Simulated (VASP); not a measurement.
# Zr in VASP: a series of runs

The runs below take Zr through single point, with PBE.

Program: VASP 6.6.1. These are calculated values, not measurements. Logs are shortened: lines on timing, memory, paths and dates and some standing lists are left out, and cuts for length are marked.

## 1. The cell of the first run

The typed cell holds 5 atoms: a = 5.440 Å, b = 4.964 Å, c = 5.366 Å, α = 56.72°, β = 90.40°, γ = 74.82°.

The cell was generated, and may not be a known phase.

## 2. Single point, PBE

Contents of INCAR:

```
SYSTEM = Zr
ALGO     = Fast           ! electronic algorithm
EDIFF    = 1E-7           ! SCF threshold, eV
ENCUT    = 520            ! plane-wave cutoff, eV
GGA      = PE             ! functional
ISIF     = 2              ! what is computed and relaxed
ISMEAR   = 0              ! smearing method
LASPH    = .TRUE.         ! aspherical terms in the spheres
LCHARG   = .TRUE.         ! write CHGCAR
LELF     = .TRUE.         ! ELF
LREAL    = .FALSE.        ! projectors in reciprocal space
LVHAR    = .TRUE.       
LWAVE    = .FALSE.        ! write WAVECAR
NBANDS   = 38             ! bands
NELM     = 100            ! most SCF steps
PREC     = Accurate       ! precision mode
SIGMA    = 0.1            ! smearing width, eV
```

Contents of KPOINTS:

```
k-points
0
G
  4 4 4
  0 0 0
```

Contents of POSCAR:

```
Zr
1.0
    5.4301713361      0.3166711268      0.0340369811
    1.0170607303      4.8315970681      0.5114231774
   -0.2165725969      2.5726569623      4.7040149941
Zr
5
Direct
    0.1032840044      0.7096122588      0.2329108770
    0.3032043584     -0.0904312014      0.6329136259
    0.7032251355      0.3097061016      0.4329281178
    0.9033106073      0.5096195271      0.8329263233
    0.5032250555      1.1097035582      0.0330105911
```

Potentials or basis: VASP PAW PBE potentials, release 64 (Zr_sv).

Command:

```sh
$ cat potpaw_PBE.64/Zr_sv/POTCAR > POTCAR
$ mpirun -np 1 vasp_std > vasp.out
```

OUTCAR:

```text
SYSTEM = Zr
   EDIFF = 1E-7
   ENCUT = 520
   GGA = PE
   ISIF = 2
   ISMEAR = 0
   LASPH = .TRUE.
   LREAL = .FALSE.
   NELM = 100
   PREC = Accurate

 ion  position               nearest neighbor table
   1  0.103  0.710  0.233-   2 3.10   4 3.10   2 3.11   4 3.11   3 3.13   5 3.13   4 3.15   2 3.15
                             3 3.16   5 3.16   3 3.81   5 3.81   5 3.86   3 3.86
   2  0.303  0.910  0.633-   5 3.10   1 3.10   1 3.11   5 3.11   4 3.13   3 3.13   5 3.15   1 3.15
                             3 3.16   4 3.16   4 3.80   3 3.81   3 3.86   4 3.86
   3  0.703  0.310  0.433-   4 3.11   5 3.11   5 3.11   4 3.11   1 3.13   2 3.13   5 3.15   4 3.15
                             1 3.16   2 3.16   1 3.81   2 3.81   2 3.86   1 3.86
   4  0.903  0.510  0.833-   1 3.10   3 3.11   1 3.11   3 3.11   2 3.13   5 3.13   1 3.15   3 3.15
                             5 3.16   2 3.16   2 3.80   5 3.80   2 3.86   5 3.86
   5  0.503  0.110  0.033-   2 3.10   3 3.11   3 3.11   2 3.11   1 3.13   4 3.13   2 3.15   3 3.15
                             4 3.16   1 3.16   4 3.80   1 3.81   1 3.86   4 3.86

  LATTYP: Found a triclinic cell.
 ALAT       =     4.9196023954
 B/A-ratio  =     1.0907247003
 C/A-ratio  =     1.1056795252
 COS(alpha) =     0.0068942586
 COS(beta)  =     0.2717274009
 COS(gamma) =     0.5370699695

  Lattice vectors:

 A1 = (  -1.2336333272,  -2.2589401058,   4.1925918167)
 A2 = (  -0.2165725969,   2.5726569623,   4.7040149941)
 A3 = (  -5.4301713361,  -0.3166711268,  -0.0340369811)

Analysis of symmetry for initial positions (statically):
=====================================================================
 Subroutine PRICEL returns:
 Original cell was already a primitive cell.

 Routine SETGRP: Setting up the symmetry group for a
 triclinic supercell.

 Subroutine GETGRP returns: Found  1 space group operations
 (whereof  1 operations were pure point group operations)
 out of a pool of  2 trial point group operations.

The static configuration has the point symmetry C_1 .

Analysis of symmetry for dynamics (positions and initial velocities):
=====================================================================
 Subroutine PRICEL returns:
 Original cell was already a primitive cell.

 Routine SETGRP: Setting up the symmetry group for a
 triclinic supercell.

 Subroutine GETGRP returns: Found  1 space group operations
 (whereof  1 operations were pure point group operations)
 out of a pool of  2 trial point group operations.

The dynamic configuration has the point symmetry C_1 .

[... 107 lines left out ...]
   NSW    =      0    number of steps for IOM
   IBRION =     -1    ionic relax: 0-MD 1-quasi-New 2-CG
   NFREE  =      0    steps in history (QN), initial steepest desc. (CG)
   ISIF   =      2    stress and relaxation
   ISYM   =      2    0-nonsym 1-usesym 2-fastsym
   POTIM  = 0.5000    time-step for ionic-motion
   TEBEG  =    0.0;   TEEND  =   0.0 temperature during run
   PSTRESS=    0.0 pullay stress
   NELECT =      60.0000    total number of electrons
   NUPDOWN=      -1.0000    fix difference up-down
   EMIN   =  10.00;   EMAX   =-10.00  energy-range for DOS
   EFERMI =   0.00;   METHOD = LEGACY
   ISMEAR =     0;   SIGMA  =   0.10  broadening in eV -4-tet -1-fermi 0-gaus
   EFERMI_NEDOS =   21; number of points for ismear=-14 and -15
   IALGO  =     68    algorithm
   IMIX   =      4    mixing-type and parameters
     AMIX     =   0.40;   BMIX     =  1.00
     AMIX_MAG =   1.60;   BMIX_MAG =  1.00
  volume/ion in A,a.u.               =      22.97       155.00
  Fermi-wavevector in a.u.,A,eV,Ry     =   1.318518  2.491638 23.653593  1.738490
  Thomas-Fermi vector in A             =   2.448482
   LORBIT       =      0    0 simple, 1 ext, 2 COOP (PROOUT), +10 PAW based schemes
   GGA     = PE    functional components
   LHFCALC =     F    Hartree Fock is set to
   AEXX    =    0.0000 exact exchange contribution
   IVDW    =     0    specifies the selected vdW correction
   LEPSILON=     F    determine dielectric tensor
   LRPA    =     F    only Hartree local field effects (RPA)
 non-spin polarized calculation
 RMM-DIIS sequential band-by-band and
 Gauss-broadening in eV      SIGMA  =   0.10
  energy-cutoff  :      520.00
  volume of cell :      114.85
 maximum number of plane-waves:      3110
   NGX = 21   NGY = 19   NGZ = 19

 number of electron      60.0000000 magnetization

 Free energy of the ion-electron system (eV)
  ---------------------------------------------------
  ext. energy  EPLUGINS =         0.00000000
  ---------------------------------------------------
  free energy    TOTEN  =       -42.32240264 eV

  energy without entropy =      -42.28545371  energy(sigma->0) =      -42.30392818

 E-fermi :   8.8961     XC(G=0): -11.1300

 val. band max:        8.8920057616   @ k =   0.0000   0.2500   0.5000
 cond. band min:       8.9075047663   @ k =   0.0000   0.5000   0.2500
 fundamental gap:      0.0154990047
 Fermi energy:         8.8960639039

 k-point     1 :       0.0000    0.0000    0.0000
  band No.  band energies     occupation
      1     -39.6240      2.00000
      2     -39.4418      2.00000
      3     -39.4417      2.00000
      4     -39.4059      2.00000
      5     -39.4056      2.00000
      6     -17.9146      2.00000
[... 973 lines left out ...]
     37      10.7470      0.00000
     38      10.9637      0.00000

 [... further k-points ...]

------------------------ aborting loop because EDIFF is reached ----------------------------------------

  FORCE on cell =-STRESS in cart. coord.  units (eV):
  Direction    XX          YY          ZZ          XY          YZ          ZX
  --------------------------------------------------------------------------------------
  -------------------------------------------------------------------------------------
  Total        0.0158161     -0.1469945      0.0238288     -0.0480920      0.0073758      0.0901455
  in kB        0.2206441     -2.0506627      0.3324259     -0.6709123      0.1028974      1.2575840
  external PRESSURE =      -0.4991976 kB  Pullay stress =       0.0000000 kB

 VOLUME and BASIS-vectors are now :
 -----------------------------------------------------------------------------
  energy-cutoff  :      520.00
  volume of cell :      114.85
      direct lattice vectors                 reciprocal lattice vectors
     5.430171336  0.316671127  0.034036981     0.186441944 -0.042622395  0.031894247
     1.017060730  4.831597068  0.511423177    -0.012208133  0.222479553 -0.122237603
    -0.216572597  2.572656962  4.704014994    -0.000021768 -0.023879699  0.225643320

 POSITION                                       TOTAL-FORCE (eV/Angst)
 -----------------------------------------------------------------------------------
      1.23213      4.06047      1.46204        -0.001188      0.000313     -0.000094
      2.43447      6.11896      3.45273         0.001533      0.002628      0.001665
      4.03986      2.83284      2.21883         0.000792     -0.000672      0.000799
      5.24306      4.89116      4.20948        -0.001515      0.000916     -0.000063
      2.83702      0.77433      0.22852         0.000378     -0.003184     -0.002307
 -----------------------------------------------------------------------------------
    total drift:                               -0.000038     -0.000005     -0.000010

  FREE ENERGIE OF THE ION-ELECTRON SYSTEM (eV)
  ---------------------------------------------------
  free  energy   TOTEN  =       -42.3224026433 eV

  energy  without entropy=      -42.2854537140  energy(sigma->0) =      -42.30392818
```

It took 3.2 min on 1 thread of Intel Xeon 6975P-C (Granite Rapids), shared host; peak memory 0.31 GiB.

What came out:

- Free energy: -42.3224 eV
- Pressure: 0.0 GPa
- Largest force: 0.004 eV/Å
- Band gap on the k mesh: zero (bands 30 and 31 overlap by 0.76 eV)

Forces on the atoms (eV/Å):
```
Zr  -0.001  0.000  0.000
Zr   0.002  0.003  0.002
Zr   0.001 -0.001  0.001
Zr  -0.002  0.001  0.000
Zr   0.000 -0.003 -0.002
```

Levels at points of the mesh, in eV from the Fermi level:
```
           k point  band 28  band 29  band 30  band 31  band 32  band 33
(0.00, 0.00, 0.00)    -0.81    -0.81    -0.15    -0.15    -0.11     0.34
(0.50, 0.00, 0.00)    -0.82    -0.41    -0.41     0.30     0.30     0.68
(0.00, 0.50, 0.00)    -0.62    -0.62     0.38     0.38     0.66     0.66
(0.50, 0.50, 0.00)    -0.23    -0.23     0.03     0.03     0.12     0.12
(0.00, 0.00, 0.50)    -0.79    -0.16    -0.15     0.11     0.11     0.58
(0.50, 0.00, 0.50)    -1.12    -0.66    -0.66    -0.02    -0.01     0.98
(0.00, 0.50, 0.50)    -0.79    -0.16    -0.16     0.11     0.11     0.65
(0.50, 0.50, 0.50)    -1.12    -0.72    -0.72     0.02     0.02     1.04
```

## 3. Single point, PBE

This run uses another cell than the first one: it holds 1 atom, not 5.

Contents of INCAR:

```
SYSTEM = Zr
  PREC = Accurate
  ENCUT = 520
  EDIFF = 1E-6
  ISMEAR = 0
  SIGMA = 0.1
  LREAL = .FALSE.
  LASPH = .TRUE.
  NELM = 80
  ALGO = Fast
  ISIF = 2
  LWAVE = .FALSE.
  LCHARG = .FALSE.
  GGA = PE
  NBANDS = 12
```

Contents of KPOINTS:

```
Automatic mesh
0
G
  22 22 22
  0 0 0
```

Contents of POSCAR:

```
Zr
1.0
   -1.5896889528      1.8951135018      1.9005358834
    1.5896889528     -1.8951135018      1.9005358834
    1.5896889528      1.8951135018     -1.9005358834
Zr
1
Direct
    0.0000000000      0.5000000000      0.5000000000
```

Potentials or basis: VASP PAW PBE potentials, release 64 (Zr_sv).

Command:

```sh
$ cat potpaw_PBE.64/Zr_sv/POTCAR > POTCAR
$ mpirun -np 1 vasp_std > vasp.out
```

It took 2.4 min on 1 thread of Intel Xeon 6975P-C (Granite Rapids), shared host; peak memory 0.48 GiB.

Results (log left out):

- Free energy: -8.4627 eV
- Pressure: 0.1 GPa
- Band gap on the k mesh: zero (bands 6 and 7 overlap by 1.31 eV)

Levels at points of the mesh, in eV from the Fermi level:
```
           k point  band 2  band 3  band 4  band 5  band 6  band 7  band 8  band 9  band 10  band 11
(0.00, 0.00, 0.00)  -26.03  -26.03  -25.96   -5.43    0.02    1.95    1.97    2.09     4.61    11.69
(0.50, 0.00, 0.00)  -27.03  -26.17  -25.97   -2.86    0.76    0.95    1.98    3.56     6.15     9.73
(0.00, 0.50, 0.00)  -27.05  -26.35  -26.12   -2.86   -1.24    2.11    3.39    5.60     6.15     9.95
(0.50, 0.50, 0.00)  -27.05  -26.35  -26.12   -2.86   -1.26    2.12    3.43    5.61     6.16     9.94
(0.50, 0.50, 0.50)  -26.79  -26.79  -26.41   -2.81   -2.46    5.61    5.62    6.07     6.24     6.29
```
